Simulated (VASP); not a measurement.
# NaF (I4/mmm) in VASP: notebook

NaF is run at these levels: r2SCAN; tasks: single point.

All numbers are computed with VASP 6.6.1; they aren't measurements. Logs are shortened: lines on timing, memory, paths and dates and some standing lists are left out, and cuts for length are marked.

### Step 1. The cell of the first run

Symmetry: I4/mmm, No. 139, tetragonal system. Conventional cell: a = 3.011 Å, b = 3.011 Å, c = 5.535 Å, α = 90.00°, β = 90.00°, γ = 90.00°. Within 2.8 Å of Na (site symmetry 4/mmm) lie 6 F at 2.13 to 2.77 Å. Within 2.8 Å of F (site symmetry 4/mmm) lie 6 Na at 2.13 to 2.77 Å.

### Step 2. Single point, r2SCAN

Contents of POSCAR:

```
NaF
1.0
    0.0000000000      2.1287476179      2.7673719033
    2.1287476179      0.0000000000      2.7673719033
    2.1287476179      2.1287476179      0.0000000000
Na F
1 1
Direct
    0.0000000000      0.0000000000      0.0000000000
    0.5000000000      0.5000000000      0.5000000000
```

Contents of INCAR.step1:

```
SYSTEM = NaF
  PREC = Accurate
  ENCUT = 520
  ISMEAR = 0
  SIGMA = 0.05
  LREAL = .FALSE.
  LASPH = .TRUE.
  NELM = 80
  NBANDS = 14
  GGA = PE
  ALGO = Normal
  EDIFF = 1E-4
  LWAVE = .TRUE.
  LCHARG = .FALSE.
```

Contents of INCAR.step2:

```
SYSTEM = NaF
  PREC = Accurate
  ENCUT = 520
  EDIFF = 1E-6
  ISMEAR = 0
  SIGMA = 0.05
  LREAL = .FALSE.
  LASPH = .TRUE.
  NELM = 80
  ALGO = Normal
  ISIF = 2
  LWAVE = .FALSE.
  LCHARG = .FALSE.
  METAGGA = R2SCAN
  LMIXTAU = .TRUE.
  NBANDS = 14
  ISTART = 1
```

Contents of KPOINTS:

```
regular mesh
0
G
  10 10 10
  0 0 0
```

Potentials or basis: VASP PAW PBE potentials, release 64 (Na_pv, F).

Started as:

```bash
> cat potpaw_PBE.64/Na_pv/POTCAR potpaw_PBE.64/F/POTCAR > POTCAR
> cp INCAR.step1 INCAR
> mpirun -np 1 vasp_std > vasp.out
> cp INCAR.step2 INCAR
> mpirun -np 1 vasp_std > vasp.out
```

OUTCAR:

```text
SYSTEM = NaF
   PREC = Accurate
   ENCUT = 520
   EDIFF = 1E-6
   ISMEAR = 0
   LREAL = .FALSE.
   LASPH = .TRUE.
   NELM = 80
   ISIF = 2
   METAGGA = R2SCAN
   ISTART = 1

 ion  position               nearest neighbor table
   1  0.000  0.000  0.000-   2 2.13   2 2.13   2 2.13   2 2.13
   2  0.500  0.500  0.500-   1 2.13   1 2.13   1 2.13   1 2.13

  LATTYP: Found a body centered tetragonal cell.
 ALAT       =     3.0105037521
 C/A-ratio  =     1.8384776311

  Lattice vectors:

 A1 = (  -2.1287476179,   0.0000000000,   2.7673719033)
 A2 = (   2.1287476179,   0.0000000000,   2.7673719033)
 A3 = (   0.0000000000,   2.1287476179,  -2.7673719033)

Analysis of symmetry for initial positions (statically):
=====================================================================
 Subroutine PRICEL returns:
 Original cell was already a primitive cell.

 Routine SETGRP: Setting up the symmetry group for a
 body centered tetragonal supercell.

 Subroutine GETGRP returns: Found 16 space group operations
 (whereof 16 operations were pure point group operations)
 out of a pool of 16 trial point group operations.

The static configuration has the point symmetry D_4h.

Analysis of symmetry for dynamics (positions and initial velocities):
=====================================================================
 Subroutine PRICEL returns:
 Original cell was already a primitive cell.

 Routine SETGRP: Setting up the symmetry group for a
 body centered tetragonal supercell.

 Subroutine GETGRP returns: Found 16 space group operations
 (whereof 16 operations were pure point group operations)
 out of a pool of 16 trial point group operations.

The dynamic configuration has the point symmetry D_4h.

 Subroutine INISYM returns: Found 16 space group operations
 (whereof 16 operations are pure point group operations),
 and found     1 'primitive' translations

----------------------------------------------------------------------------------------

                                     Primitive cell

  volume of cell :      25.0811

  direct lattice vectors                    reciprocal lattice vectors
     0.000000000  2.128747618  2.767371903    -0.234879887  0.234879887  0.180676836
     2.128747618  0.000000000  2.767371903     0.234879887 -0.234879887  0.180676836
     2.128747618  2.128747618  0.000000000     0.234879887  0.234879887 -0.180676836

  length of vectors
     3.491405687  3.491405687  3.010503752     0.378128605  0.378128605  0.378128605

  position of ions in fractional coordinates (direct lattice)
     0.000000000  0.000000000  0.000000000
     0.500000000  0.500000000  0.500000000

  ion indices of the primitive-cell ions
   primitive index   ion index
                 1           1
                 2           2

----------------------------------------------------------------------------------------

 KPOINTS: regular mesh

Automatic generation of k-mesh.
 Grid dimensions read from file:
 generate k-points for:   10   10   10

 Generating k-lattice:

  Cartesian coordinates                     Fractional coordinates (reciprocal lattice)
    -0.023487989  0.023487989  0.018067684     0.100000000  0.000000000  0.000000000
     0.023487989 -0.023487989  0.018067684     0.000000000  0.100000000  0.000000000
     0.023487989  0.023487989 -0.018067684     0.000000000  0.000000000  0.100000000

  Length of vectors
     0.037812860  0.037812860  0.037812860

  Shift w.r.t. Gamma in fractional coordinates (k-lattice)
     0.000000000  0.000000000  0.000000000

 Subroutine IBZKPT returns following result:
 ===========================================

 Found    102 irreducible k-points:

 Following reciprocal coordinates:
            Coordinates               Weight
  0.000000  0.000000  0.000000      1.000000
  0.100000  0.000000  0.000000      8.000000
  0.200000  0.000000  0.000000      8.000000
  0.300000  0.000000  0.000000      8.000000
  0.400000 -0.000000  0.000000      8.000000
  0.500000  0.000000  0.000000      4.000000
[... 16 lines left out ...]
  0.300000  0.300000  0.000000      2.000000
  0.400000  0.300000  0.000000      8.000000
 [... further k-points ...]
   k-points           NKPTS =    102   k-points in BZ     NKDIM =    102   number of bands    NBANDS=     14
   number of dos      NEDOS =    301   number of ions     NIONS =      2
   total plane-waves  NPLWV =  18816
   dimension x,y,z NGX =    28 NGY =   28 NGZ =   24
   dimension x,y,z NGXF=    56 NGYF=   56 NGZF=   48
   ions per type =               1   1
   NGX,Y,Z   is equivalent  to a cutoff of  13.33, 13.33, 13.25 a.u.
   NGXF,Y,Z  is equivalent  to a cutoff of  26.66, 26.66, 26.51 a.u.
 SYSTEM =  NaF
   PREC   = accura    normal or accurate (medium, high low for compatibility)
   ISTART =      1    job   : 0-new  1-cont  2-samecut
   ICHARG =      0    charge: 1-file 2-atom 10-const
   ISPIN  =      1    spin polarized calculation?
   LNONCOLLINEAR =      F non collinear calculations
   LSORBIT =      F    spin-orbit coupling
   LASPH  =      T    aspherical Exc in radial PAW
   ENCUT  =  520.0 eV  38.22 Ry    6.18 a.u.   6.49  6.49  5.60*2*pi/ulx,y,z
   NELM   =     80;   NELMIN=  2; NELMDL=  0     # of ELM steps
   EDIFF  = 0.1E-05   stopping-criterion for ELM
   LREAL  =      F    real-space projection
   EDIFFG = 0.1E-04   stopping-criterion for IOM
   NSW    =      0    number of steps for IOM
   IBRION =     -1    ionic relax: 0-MD 1-quasi-New 2-CG
   NFREE  =      0    steps in history (QN), initial steepest desc. (CG)
   ISIF   =      2    stress and relaxation
   ISYM   =      2    0-nonsym 1-usesym 2-fastsym
   POTIM  = 0.5000    time-step for ionic-motion
   TEBEG  =    0.0;   TEEND  =   0.0 temperature during run
   PSTRESS=    0.0 pullay stress
   NELECT =      14.0000    total number of electrons
   NUPDOWN=      -1.0000    fix difference up-down
   EMIN   =  10.00;   EMAX   =-10.00  energy-range for DOS
   EFERMI =   0.00;   METHOD = LEGACY
   ISMEAR =     0;   SIGMA  =   0.05  broadening in eV -4-tet -1-fermi 0-gaus
   EFERMI_NEDOS =   21; number of points for ismear=-14 and -15
   IALGO  =     38    algorithm
   IMIX   =      4    mixing-type and parameters
     AMIX     =   0.40;   BMIX     =  1.00
     AMIX_MAG =   1.60;   BMIX_MAG =  1.00
  volume/ion in A,a.u.               =      12.54        84.63
  Fermi-wavevector in a.u.,A,eV,Ry     =   1.347935  2.547227 24.720809  1.816928
  Thomas-Fermi vector in A             =   2.475645
   LORBIT       =      0    0 simple, 1 ext, 2 COOP (PROOUT), +10 PAW based schemes
   METAGGA = R2SCAN    functional components
   LHFCALC =     F    Hartree Fock is set to
   AEXX    =    0.0000 exact exchange contribution
   IVDW    =     0    specifies the selected vdW correction
   LEPSILON=     F    determine dielectric tensor
   LRPA    =     F    only Hartree local field effects (RPA)
 non-spin polarized calculation
 Gauss-broadening in eV      SIGMA  =   0.05
  energy-cutoff  :      520.00
  volume of cell :       25.08
 maximum number of plane-waves:       694
 NGX is ok and might be reduce to    28
   NGX = 13   NGY = 13   NGZ = 11

 number of electron      13.9999998 magnetization

 Free energy of the ion-electron system (eV)
  ---------------------------------------------------
  ext. energy  EPLUGINS =         0.00000000
  ---------------------------------------------------
  free energy    TOTEN  =       -12.36023098 eV

  energy without entropy =      -12.36023098  energy(sigma->0) =      -12.36023098

 E-fermi :  -2.5341     XC(G=0):  -9.6278

 val. band max:       -2.7369046513   @ k =   0.0000   0.0000   0.0000
 cond. band min:       4.1655068077   @ k =   0.0000   0.0000   0.0000
 fundamental gap:      6.9024114590
 Fermi energy:        -2.5341266708

 k-point     1 :       0.0000    0.0000    0.0000
  band No.  band energies     occupation
      1     -23.1389      2.00000
      2     -22.1414      2.00000
      3     -22.0353      2.00000
      4     -22.0343      2.00000
      5      -2.8983      2.00000
      6      -2.7371      2.00000
      7      -2.7369      2.00000
      8       4.1655      0.00000
      9      16.3087      0.00000
     10      18.2188      0.00000
     11      18.2197      0.00000
     12      19.4623      0.00000
     13      20.3073      0.00000
     14      21.6660      0.00000

 k-point     2 :       0.1000    0.0000    0.0000
  band No.  band energies     occupation
      1     -23.2218      2.00000
      2     -22.1426      2.00000
      3     -22.0327      2.00000
      4     -21.9367      2.00000
      5      -2.9888      2.00000
      6      -2.8705      2.00000
      7      -2.7590      2.00000
      8       4.5086      0.00000
      9      15.9986      0.00000
     10      17.0230      0.00000
     11      18.4337      0.00000
     12      19.2024      0.00000
     13      21.6374      0.00000
     14      22.8000      0.00000

 k-point     3 :       0.2000    0.0000    0.0000
  band No.  band energies     occupation
      1     -23.3942      2.00000
      2     -22.1472      2.00000
      3     -22.0260      2.00000
      4     -21.7227      2.00000
      5      -3.4037      2.00000
      6      -2.9904      2.00000
      7      -2.8163      2.00000
      8       5.4097      0.00000
      9      14.2452      0.00000
     10      17.0273      0.00000
     11      18.9611      0.00000
     12      19.0499      0.00000
     13      22.5293      0.00000
     14      24.8266      0.00000

 k-point     4 :       0.3000    0.0000    0.0000
  band No.  band energies     occupation
      1     -23.5605      2.00000
      2     -22.1534      2.00000
      3     -22.0176      2.00000
      4     -21.5035      2.00000
      5      -3.8828      2.00000
      6      -3.0996      2.00000
      7      -2.8867      2.00000
      8       6.6219      0.00000
      9      12.5500      0.00000
     10      17.1392      0.00000
     11      19.1336      0.00000
     12      19.9743      0.00000
     13      22.7961      0.00000
     14      24.0419      0.00000

 k-point     5 :       0.4000   -0.0000    0.0000
  band No.  band energies     occupation
      1     -23.6733      2.00000
      2     -22.1584      2.00000
      3     -22.0107      2.00000
      4     -21.3464      2.00000
      5      -4.2338      2.00000
      6      -3.1834      2.00000
      7      -2.9434      2.00000
      8       7.9022      0.00000
      9      11.1464      0.00000
     10      17.1015      0.00000
     11      19.4625      0.00000
[... 276 lines left out ...]
 k-point    22 :      -0.2000    0.2000    0.0000
  band No.  band energies     occupation
      1     -23.6757      2.00000
      2     -22.1547      2.00000
      3     -22.0089      2.00000
      4     -21.3531      2.00000
      5      -4.0856      2.00000
      6      -3.1800      2.00000
      7      -2.9263      2.00000
      8       7.3273      0.00000
      9      11.4972      0.00000
     10      16.6269      0.00000
     11      20.9042      0.00000
     12      20.9151      0.00000
     13      22.7522      0.00000
     14      22.7543      0.00000

 k-point    23 :       0.3000    0.3000    0.0000
  band No.  band energies     occupation
      1     -23.0735      2.00000
      2     -22.1800      2.00000
      3     -22.0467      2.00000
      4     -22.0456      2.00000
      5      -3.8439      2.00000
      6      -2.8406      2.00000
      7      -2.8404      2.00000
      8       6.8384      0.00000
      9      13.7611      0.00000
     10      14.3145      0.00000
     11      19.5972      0.00000
     12      19.5982      0.00000
     13      23.0224      0.00000
     14      26.4118      0.00000

 k-point    24 :       0.4000    0.3000    0.0000
  band No.  band energies     occupation
      1     -23.1450      2.00000
      2     -22.2018      2.00000
      3     -22.0454      2.00000
      4     -21.9380      2.00000
      5      -3.9692      2.00000
      6      -2.9895      2.00000
      7      -2.8739      2.00000
      8       7.6569      0.00000
      9      13.3742      0.00000
     10      13.6272      0.00000
     11      19.1889      0.00000
     12      20.0144      0.00000
     13      23.6057      0.00000
     14      27.1248      0.00000

 [... further k-points ...]
[... 5 lines left out ...]
  --------------------------------------------------------------------------------------
  -------------------------------------------------------------------------------------
  Total        1.7743040      1.7743040     -0.9352565      0.0000000      0.0000000     -0.0000000
  in kB      113.3424871    113.3424871    -59.7441556      0.0000000      0.0000000     -0.0000000
  external PRESSURE =      55.6469395 kB  Pullay stress =       0.0000000 kB

 VOLUME and BASIS-vectors are now :
 -----------------------------------------------------------------------------
  energy-cutoff  :      520.00
  volume of cell :       25.08
      direct lattice vectors                 reciprocal lattice vectors
     0.000000000  2.128747618  2.767371903    -0.234879887  0.234879887  0.180676836
     2.128747618  0.000000000  2.767371903     0.234879887 -0.234879887  0.180676836
     2.128747618  2.128747618  0.000000000     0.234879887  0.234879887 -0.180676836

 POSITION                                       TOTAL-FORCE (eV/Angst)
 -----------------------------------------------------------------------------------
      0.00000      0.00000      0.00000        -0.000000      0.000000      0.000000
      2.12875      2.12875      2.76737         0.000000     -0.000000     -0.000000
 -----------------------------------------------------------------------------------
    total drift:                                0.000000      0.000000      0.000000

  FREE ENERGIE OF THE ION-ELECTRON SYSTEM (eV)
  ---------------------------------------------------
  free  energy   TOTEN  =       -12.3602309785 eV

  energy  without entropy=      -12.3602309784  energy(sigma->0) =      -12.36023098
```

Run time: 76 s. Hardware: 1 thread of Intel Xeon 6975P-C (Granite Rapids), shared host; peak memory 0.17 GiB.

What came out:

- Free energy: -12.3602 eV
- Pressure: 5.6 GPa
- Band gap on the k mesh: 6.90 eV

Stress tensor (GPa, compression positive):
```
11.33  0.00  0.00
 0.00 11.33  0.00
 0.00  0.00 -5.97
```

Caveat: the cell stands under pressure; the PAW data sets were made with another functional, which shifts forces and pressure a little. A k mesh can miss the band edges.

[end of part 1 of 2]
